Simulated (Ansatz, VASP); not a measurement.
Two plane-wave programs on ZnS

The input POSCAR:

```
ZnS
1.0
   -3.8067217473      0.0000000000      0.0000000000
   -1.9033608736     -3.2967177383      0.0000000000
   -2.3793914281     -1.3737422816     12.4914703042
Zn S
4 4
Direct
   -0.0443818963     -0.0443818963      0.9064440355
    0.1639681037      0.1639681037      0.4064440355
    0.6014764371      0.6014764371      0.1564440355
    0.3931264371      0.3931264371      0.6564440355
    0.2943485629      0.2943485629      0.0935559645
    0.0859985629      0.0859985629      0.5935559645
    0.5235068963      0.5235068963      0.3435559645
    0.3151568963      0.3151568963      0.8435559645
```

File INCAR.step1:

```
ALGO = Normal ; EDIFF = 1E-4
ENCUT = 520 ; GGA = PE
ISMEAR = 0 ; LASPH = T
LCHARG = F ; LREAL = F
LWAVE = T ; NBANDS = 46
NELM = 80 ; PREC = Accurate
SIGMA = 0.05
```

File INCAR.step2:

```
ALGO = Normal ; EDIFF = 1E-7
ENCUT = 520 ; ISIF = 2
ISMEAR = 0 ; ISTART = 1
LASPH = T ; LCHARG = F
LMIXTAU = T ; LREAL = F
LWAVE = F ; METAGGA = R2SCAN
NBANDS = 46 ; NELM = 80
PREC = Accurate ; SIGMA = 0.05
```

Contents of KPOINTS:

```
k-points
0
Gamma
  7 7 2
```

Input for Ansatz:

```yaml
crystal:
  lattice:
    - [-3.8067217473, 0.0, 0.0]
    - [-1.9033608736, -3.2967177383, 0.0]
    - [-2.3793914281, -1.3737422816, 12.4914703042]
  atoms:
    - { symbol: Zn, position: [-0.0443818963, -0.0443818963, 0.9064440355] }
    - { symbol: Zn, position: [0.1639681037, 0.1639681037, 0.4064440355] }
    - { symbol: Zn, position: [0.6014764371, 0.6014764371, 0.1564440355] }
    - { symbol: Zn, position: [0.3931264371, 0.3931264371, 0.6564440355] }
    - { symbol: S, position: [0.2943485629, 0.2943485629, 0.0935559645] }
    - { symbol: S, position: [0.0859985629, 0.0859985629, 0.5935559645] }
    - { symbol: S, position: [0.5235068963, 0.5235068963, 0.3435559645] }
    - { symbol: S, position: [0.3151568963, 0.3151568963, 0.8435559645] }
basis:
  ecutwfc: 500
kpoints:
  mp_grid: { grid: [7, 7, 2] }
hamiltonian:
  xc: r2scan
scf:
  occupations: { method: gaussian, width: 0.05 }
output:
  forces: true
  stress: true
  eigenvalues: true
  write_density: true
  write_potential: true
  elf: true
  volumetric_format: npy
```

Alike in both runs: task single point; functional r2SCAN; k mesh 7 × 7 × 2; occupations gaussian, width 0.05 eV; no spin polarisation.

|  | VASP | Ansatz |
| --- | --- | --- |
| version | VASP 6.6.1 | Ansatz 0.2.0 |
| potentials or method | VASP PAW PBE potentials, release 64 (Zn, S), cutoff 520 eV | scalar-relativistic, plane waves, PAW |
| valence electrons in the cell | 72 | 72 |

```tsv
	VASP	Ansatz	Ansatz less VASP
gap on the k mesh at the Fermi level (eV)	1.87	1.86	-0.003
least direct gap on the mesh (eV)	1.87	1.86	-0.003
pressure (GPa)	-0.3	-0.3	-0.02
traceless stress, the component that is largest in VASP (GPa)	2.22	2.22	+0.002
rms of the force components (eV/Å)	0.157	0.155	-0.0016
```

VASP's potentials were made for PBE, not for r2SCAN. Atom by atom the forces differ by 0.007 eV/Å (rms over components). With one functional, cell and mesh, what is left measures potentials, basis and numerics.
